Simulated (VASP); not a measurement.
# MnS (Fm-3m) in VASP: further runs

MnS is run at these levels: RPBE, PBE; tasks: single point.

Program: VASP 6.6.1. These are calculated values, not measurements. Logs are shortened: lines on timing, memory, paths and dates and some standing lists are left out, and cuts for length are marked.

## (1) The cell of the first run

Symmetry: Fm-3m, No. 225, cubic system. Conventional cell: a = 5.209 Å, b = 5.209 Å, c = 5.209 Å, α = 90.00°, β = 90.00°, γ = 90.00°. Mn (site symmetry m-3m) has 6 S at 2.60 Å within 3.4 Å. S (site symmetry m-3m) has 6 Mn at 2.60 Å within 3.4 Å.

## (2) Single point, RPBE, collinear spin, ferromagnetic start

The input, INCAR:

```
SYSTEM = MnS
ALGO     = Normal         ! electronic algorithm
EDIFF    = 1E-6           ! SCF threshold, eV
ENCUT    = 520            ! plane-wave cutoff, eV
GGA      = RP             ! functional
ISIF     = 2              ! what is computed and relaxed
ISMEAR   = -1             ! smearing method
ISPIN    = 2              ! spin polarisation
LASPH    = .True.         ! aspherical terms in the spheres
LCHARG   = .False.        ! write CHGCAR
LMAXMIX  = 4              ! l up to which the mixer works
LORBIT   = 11             ! projections on sites
LREAL    = .False.        ! projectors in reciprocal space
LWAVE    = .False.        ! write WAVECAR
MAGMOM   = 4 0            ! initial moments
NBANDS   = 20             ! bands
NELM     = 150            ! most SCF steps
PREC     = Accurate       ! precision mode
SIGMA    = 0.05           ! smearing width, eV
```

The input, KPOINTS:

```
k-points
0
Gamma
  9 9 9
  0 0 0
```

The input, POSCAR:

```
MnS
1.0
    0.0000000000      2.6045000000      2.6045000000
    2.6045000000      0.0000000000      2.6045000000
    2.6045000000      2.6045000000      0.0000000000
Mn S
1 1
Direct
    0.0000000000      0.0000000000      0.0000000000
    0.5000000000      0.5000000000      0.5000000000
```

Potentials or basis: VASP PAW PBE potentials, release 64 (Mn_pv, S).

Run with:

```bash
> cat potpaw_PBE.64/Mn_pv/POTCAR potpaw_PBE.64/S/POTCAR > POTCAR
> mpirun -np 1 vasp_std > vasp.out
```

OUTCAR:

```text
SYSTEM = MnS
   EDIFF = 1E-6
   ENCUT = 520
   GGA = RP
   ISIF = 2
   ISMEAR = -1
   ISPIN = 2
   LASPH = .True.
   LORBIT = 11
   LREAL = .False.
   NELM = 150
   PREC = Accurate

 ion  position               nearest neighbor table
   1  0.000  0.000  0.000-   2 2.60   2 2.60   2 2.60   2 2.60   2 2.60   2 2.60
   2  0.500  0.500  0.500-   1 2.60   1 2.60   1 2.60   1 2.60   1 2.60   1 2.60

  LATTYP: Found a face centered cubic cell.
 ALAT       =     5.2090000000

  Lattice vectors:

 A1 = (   0.0000000000,   2.6045000000,   2.6045000000)
 A2 = (   2.6045000000,   0.0000000000,   2.6045000000)
 A3 = (   2.6045000000,   2.6045000000,   0.0000000000)

Analysis of symmetry for initial positions (statically):
=====================================================================
 Subroutine PRICEL returns:
 Original cell was already a primitive cell.

 Routine SETGRP: Setting up the symmetry group for a
 face centered cubic supercell.

 Subroutine GETGRP returns: Found 48 space group operations
 (whereof 48 operations were pure point group operations)
 out of a pool of 48 trial point group operations.

The static configuration has the point symmetry O_h .

Analysis of symmetry for dynamics (positions and initial velocities):
=====================================================================
 Subroutine PRICEL returns:
 Original cell was already a primitive cell.

 Routine SETGRP: Setting up the symmetry group for a
 face centered cubic supercell.

 Subroutine GETGRP returns: Found 48 space group operations
 (whereof 48 operations were pure point group operations)
 out of a pool of 48 trial point group operations.

The dynamic configuration has the point symmetry O_h .

Analysis of structural, dynamic, and magnetic symmetry:
=====================================================================
 Subroutine PRICEL returns:
 Original cell was already a primitive cell.

 Routine SETGRP: Setting up the symmetry group for a
 face centered cubic supercell.

 Subroutine GETGRP returns: Found 48 space group operations
 (whereof 48 operations were pure point group operations)
 out of a pool of 48 trial point group operations.

The overall configuration has the point symmetry O_h .

 Subroutine INISYM returns: Found 48 space group operations
 (whereof 48 operations are pure point group operations),
 and found     1 'primitive' translations

----------------------------------------------------------------------------------------

                                     Primitive cell

  volume of cell :      35.3348

  direct lattice vectors                    reciprocal lattice vectors
     0.000000000  2.604500000  2.604500000    -0.191975427  0.191975427  0.191975427
     2.604500000  0.000000000  2.604500000     0.191975427 -0.191975427  0.191975427
     2.604500000  2.604500000  0.000000000     0.191975427  0.191975427 -0.191975427

  length of vectors
     3.683319223  3.683319223  3.683319223     0.332511194  0.332511194  0.332511194

  position of ions in fractional coordinates (direct lattice)
     0.000000000  0.000000000  0.000000000
     0.500000000  0.500000000  0.500000000

  ion indices of the primitive-cell ions
   primitive index   ion index
                 1           1
                 2           2

----------------------------------------------------------------------------------------

 KPOINTS: k-points

Automatic generation of k-mesh.
 Grid dimensions read from file:
 generate k-points for:    9    9    9

 Generating k-lattice:

  Cartesian coordinates                     Fractional coordinates (reciprocal lattice)
    -0.021330603  0.021330603  0.021330603     0.111111111  0.000000000  0.000000000
     0.021330603 -0.021330603  0.021330603     0.000000000  0.111111111  0.000000000
     0.021330603  0.021330603 -0.021330603     0.000000000  0.000000000  0.111111111

  Length of vectors
     0.036945688  0.036945688  0.036945688

  Shift w.r.t. Gamma in fractional coordinates (k-lattice)
     0.000000000  0.000000000  0.000000000

 Subroutine IBZKPT returns following result:
 ===========================================

 Found     35 irreducible k-points:

 Following reciprocal coordinates:
            Coordinates               Weight
  0.000000  0.000000  0.000000      1.000000
  0.111111  0.000000  0.000000      8.000000
  0.222222  0.000000  0.000000      8.000000
  0.333333  0.000000  0.000000      8.000000
  0.444444  0.000000  0.000000      8.000000
  0.111111  0.111111  0.000000      6.000000
[... 16 lines left out ...]
 -0.333333  0.333333  0.000000     12.000000
  0.444444  0.444444  0.000000      6.000000
 [... further k-points ...]
   k-points           NKPTS =     35   k-points in BZ     NKDIM =     35   number of bands    NBANDS=     20
   number of dos      NEDOS =    301   number of ions     NIONS =      2
   total plane-waves  NPLWV =  21952
   dimension x,y,z NGX =    28 NGY =   28 NGZ =   28
   dimension x,y,z NGXF=    56 NGYF=   56 NGZF=   56
   ions per type =               1   1
   NGX,Y,Z   is equivalent  to a cutoff of  12.64, 12.64, 12.64 a.u.
   NGXF,Y,Z  is equivalent  to a cutoff of  25.28, 25.28, 25.28 a.u.
 SYSTEM =  MnS
   PREC   = accura    normal or accurate (medium, high low for compatibility)
   ISTART =      0    job   : 0-new  1-cont  2-samecut
   ICHARG =      2    charge: 1-file 2-atom 10-const
   ISPIN  =      2    spin polarized calculation?
   LNONCOLLINEAR =      F non collinear calculations
   LSORBIT =      F    spin-orbit coupling
   LASPH  =      T    aspherical Exc in radial PAW
   ENCUT  =  520.0 eV  38.22 Ry    6.18 a.u.   6.85  6.85  6.85*2*pi/ulx,y,z
   NELM   =    150;   NELMIN=  2; NELMDL= -5     # of ELM steps
   EDIFF  = 0.1E-05   stopping-criterion for ELM
   LREAL  =      F    real-space projection
   EDIFFG = 0.1E-04   stopping-criterion for IOM
   NSW    =      0    number of steps for IOM
   IBRION =     -1    ionic relax: 0-MD 1-quasi-New 2-CG
   NFREE  =      0    steps in history (QN), initial steepest desc. (CG)
   ISIF   =      2    stress and relaxation
   ISYM   =      2    0-nonsym 1-usesym 2-fastsym
   POTIM  = 0.5000    time-step for ionic-motion
   TEBEG  =    0.0;   TEEND  =   0.0 temperature during run
   PSTRESS=    0.0 pullay stress
   NELECT =      19.0000    total number of electrons
   NUPDOWN=      -1.0000    fix difference up-down
   EMIN   =  10.00;   EMAX   =-10.00  energy-range for DOS
   EFERMI =   0.00;   METHOD = LEGACY
   ISMEAR =    -1;   SIGMA  =   0.05  broadening in eV -4-tet -1-fermi 0-gaus
   EFERMI_NEDOS =   21; number of points for ismear=-14 and -15
   IALGO  =     38    algorithm
   IMIX   =      4    mixing-type and parameters
     AMIX     =   0.40;   BMIX     =  1.00
     AMIX_MAG =   1.60;   BMIX_MAG =  1.00
  volume/ion in A,a.u.               =      17.67       119.23
  Fermi-wavevector in a.u.,A,eV,Ry     =   1.331246  2.515690 24.112464  1.772216
  Thomas-Fermi vector in A             =   2.460272
   LORBIT       =     11    0 simple, 1 ext, 2 COOP (PROOUT), +10 PAW based schemes
   GGA     = RP    functional components
   LHFCALC =     F    Hartree Fock is set to
   AEXX    =    0.0000 exact exchange contribution
   IVDW    =     0    specifies the selected vdW correction
   LEPSILON=     F    determine dielectric tensor
   LRPA    =     F    only Hartree local field effects (RPA)
 spin polarized calculation
  energy-cutoff  :      520.00
  volume of cell :       35.33
 maximum number of plane-waves:       963
   NGX = 13   NGY = 13   NGZ = 13

 number of electron      18.9999989 magnetization       4.7654005

 Free energy of the ion-electron system (eV)
  ---------------------------------------------------
  ext. energy  EPLUGINS =         0.00000000
  ---------------------------------------------------
  free energy    TOTEN  =       -13.46444927 eV

  energy without entropy =      -13.45861804  energy(sigma->0) =      -13.46153366

 E-fermi :   6.7811     XC(G=0): -10.4991

 val. band max:        6.7737760003   @ k =   0.3333   0.2222   0.0000
 cond. band min:       6.8952901588   @ k =  -0.4444   0.1111   0.0000
 fundamental gap:      0.1215141584
 Fermi energy:         6.7810804628

 spin component 1

 k-point     1 :       0.0000    0.0000    0.0000
  band No.  band energies     occupation
      1     -44.0609      1.00000
      2     -44.0609      1.00000
      3     -44.0609      1.00000
      4      -7.8204      1.00000
      5       3.3178      1.00000
      6       3.3178      1.00000
[... 12 lines left out ...]
     19      18.4846      0.00000
     20      18.9760      0.00000
[... 507 lines left out ...]
 k-point    24 :       0.4444    0.4444    0.0000
  band No.  band energies     occupation
      1     -44.0679      1.00000
      2     -44.0638      1.00000
      3     -44.0638      1.00000
      4      -6.4069      1.00000
      5       0.8280      1.00000
      6       2.8273      1.00000
[... 12 lines left out ...]
     19      21.3920      0.00000
     20      21.3920      0.00000

 [... further k-points ...]

 spin component 2

 k-point     1 :       0.0000    0.0000    0.0000
  band No.  band energies     occupation
      1     -39.4417      1.00000
      2     -39.4416      1.00000
      3     -39.4416      1.00000
      4      -7.5154      1.00000
      5       5.0969      1.00000
      6       5.0969      1.00000
[... 12 lines left out ...]
     19      19.5257      0.00000
     20      20.8191      0.00000
[... 507 lines left out ...]
 k-point    24 :       0.4444    0.4444    0.0000
  band No.  band energies     occupation
      1     -39.4511      1.00000
      2     -39.4456      1.00000
      3     -39.4456      1.00000
      4      -6.1354      1.00000
      5       1.2578      1.00000
      6       3.6139      1.00000
[... 12 lines left out ...]
     19      21.8393      0.00000
     20      21.8393      0.00000

 [... further k-points ...]

------------------------ aborting loop because EDIFF is reached ----------------------------------------

  FORCE on cell =-STRESS in cart. coord.  units (eV):
  Direction    XX          YY          ZZ          XY          YZ          ZX
  --------------------------------------------------------------------------------------
  -------------------------------------------------------------------------------------
  Total        0.1200669      0.1200669      0.1200669      0.0000000     -0.0000000      0.0000000
  in kB        5.4441603      5.4441603      5.4441603      0.0000000     -0.0000000      0.0000000
  external PRESSURE =       5.4441603 kB  Pullay stress =       0.0000000 kB

 VOLUME and BASIS-vectors are now :
 -----------------------------------------------------------------------------
  energy-cutoff  :      520.00
  volume of cell :       35.33
      direct lattice vectors                 reciprocal lattice vectors
     0.000000000  2.604500000  2.604500000    -0.191975427  0.191975427  0.191975427
     2.604500000  0.000000000  2.604500000     0.191975427 -0.191975427  0.191975427
     2.604500000  2.604500000  0.000000000     0.191975427  0.191975427 -0.191975427

 POSITION                                       TOTAL-FORCE (eV/Angst)
 -----------------------------------------------------------------------------------
      0.00000      0.00000      0.00000        -0.000000     -0.000000     -0.000000
      2.60450      2.60450      2.60450         0.000000      0.000000      0.000000
 -----------------------------------------------------------------------------------
    total drift:                               -0.000000      0.000000      0.000000

  FREE ENERGIE OF THE ION-ELECTRON SYSTEM (eV)
  ---------------------------------------------------
  free  energy   TOTEN  =       -13.4644492702 eV

  energy  without entropy=      -13.4586180415  energy(sigma->0) =      -13.46153366

 total charge

# of ion       s       p       d       tot
------------------------------------------
    1        0.210   6.160   4.918  11.288
    2        1.329   2.422   0.000   3.751
--------------------------------------------------
tot          1.539   8.582   4.918  15.039

 magnetization (x)

# of ion       s       p       d       tot
------------------------------------------
    1        0.051   0.040   4.212   4.303
    2        0.026   0.081   0.000   0.107
--------------------------------------------------
tot          0.077   0.121   4.212   4.410
```

Run time: 34 s. Hardware: 1 thread of Intel Xeon Platinum 8488C (Sapphire Rapids), shared host; peak memory 0.19 GiB.

Results:

- Free energy: -13.4644 eV
- Pressure: 0.5 GPa
- Net moment: 4.77 μB per cell
- Site moments: Mn +4.30; S +0.11 μB
- Valence electrons inside the program's atomic spheres: Mn 11.29; S 3.75

Caveat: the PAW data sets were made with another functional, which shifts forces and pressure a little; a cell with one magnetic atom can't hold antiferromagnetic order, which such compounds often take; semilocal functionals often make such compounds metallic where correlation or magnetic order opens a gap, which also shifts bond lengths. With open d or f shells a metallic result of RPBE can be an artefact of self-interaction; +U or a hybrid may open a gap.

## (3) Single point, PBE, collinear spin, ferromagnetic start

The input, INCAR:

```
SYSTEM = MnS
ALGO     = Normal         ! electronic algorithm
EDIFF    = 1E-6           ! SCF threshold, eV
ENCUT    = 520            ! plane-wave cutoff, eV
GGA      = PE             ! functional
ISIF     = 2              ! what is computed and relaxed
ISMEAR   = 0              ! smearing method
ISPIN    = 2              ! spin polarisation
LASPH    = .True.         ! aspherical terms in the spheres
LCHARG   = .True.         ! write CHGCAR
LELF     = .True.         ! ELF
LMAXMIX  = 4              ! l up to which the mixer works
LORBIT   = 11             ! projections on sites
LREAL    = .False.        ! projectors in reciprocal space
LVHAR    = .True.       
LWAVE    = .False.        ! write WAVECAR
MAGMOM   = 4 0            ! initial moments
NBANDS   = 20             ! bands
NELM     = 150            ! most SCF steps
PREC     = Accurate       ! precision mode
SIGMA    = 0.027000000000000003 ! smearing width, eV
```

KPOINTS is that of step 2.

POSCAR is that of step 2.

Potentials or basis: VASP PAW PBE potentials, release 64 (Mn_pv, S).

Run with:

```bash
> cat potpaw_PBE.64/Mn_pv/POTCAR potpaw_PBE.64/S/POTCAR > POTCAR
> mpirun -np 1 vasp_std > vasp.out
```

Wall time 32 s (1 thread of Intel Xeon Platinum 8488C (Sapphire Rapids), shared host); peak memory 0.19 GiB.

It converged, with:

```
Free energy                                           : -14.0666 eV
Pressure                                              : -2.9 GPa
Net moment                                            : 4.72 μB per cell
Site moments                                          : Mn +4.26; S +0.11 μB
Valence electrons inside the program's atomic spheres : Mn 11.30; S 3.73
```

Levels at points of the mesh, in eV from the Fermi level:
Spin up:
| k point | band 10 | band 11 | band 12 | band 13 | band 14 | band 15 |
| --- | --- | --- | --- | --- | --- | --- |
| (0.00, 0.00, 0.00) | -1.86 | -1.86 | -1.86 | 1.72 | 8.61 | 8.61 |
Spin down:
```csv
k point,band 4,band 5,band 6,band 7,band 8,band 9,band 10,band 11
"(0.00, 0.00, 0.00)",-14.27,-1.64,-1.64,-1.64,0.33,0.33,0.33,0.37
```

Caveat: a cell with one magnetic atom can't hold antiferromagnetic order, which such compounds often take; semilocal functionals often make such compounds metallic where correlation or magnetic order opens a gap, which also shifts bond lengths.

## (4) Single point, PBE, collinear spin, ferromagnetic start

The input, INCAR:

```
ALGO = Normal
EDIFF = 1E-6
ENCUT = 520
GGA = PE
ISIF = 2
ISMEAR = 0
ISPIN = 2
LASPH = True
LCHARG = True
LELF = True
LMAXMIX = 4
LORBIT = 11
LREAL = False
LVHAR = True
LWAVE = False
MAGMOM = 4 0
NBANDS = 20
NELM = 150
PREC = Accurate
SIGMA = 0.026000000000000002
```

The input, KPOINTS:

```
k-points
0
Gamma
  9 9 9
```

POSCAR is that of step 3.

Run with:

```bash
> cat potpaw_PBE.64/Mn_pv/POTCAR potpaw_PBE.64/S/POTCAR > POTCAR
> mpirun -np 1 vasp_std > vasp.out
```

It took 32 s on 1 thread of Intel Xeon Platinum 8488C (Sapphire Rapids), shared host; peak memory 0.19 GiB.

It converged, with:

```yaml
Free_energy: -14.0666 eV
Pressure: -2.9 GPa
Net_moment: 4.72 μB per cell
Site_moments: Mn +4.26; S +0.11 μB
Valence_electrons_inside_the_program's_atomic_spheres: Mn 11.30; S 3.73
```

Levels at points of the mesh, in eV from the Fermi level:
Spin up:
| k point | band 10 | band 11 | band 12 | band 13 | band 14 | band 15 |
| --- | --- | --- | --- | --- | --- | --- |
| (0.00, 0.00, 0.00) | -1.86 | -1.86 | -1.86 | 1.72 | 8.61 | 8.61 |
Spin down:
| k point | band 5 | band 6 | band 7 | band 8 | band 9 | band 10 |
| --- | --- | --- | --- | --- | --- | --- |
| (0.00, 0.00, 0.00) | -1.64 | -1.64 | -1.64 | 0.33 | 0.33 | 0.33 |

Caveat: a cell with one magnetic atom can't hold antiferromagnetic order, which such compounds often take; semilocal functionals often make such compounds metallic where correlation or magnetic order opens a gap, which also shifts bond lengths.

(Continued in part 2 of 2.)
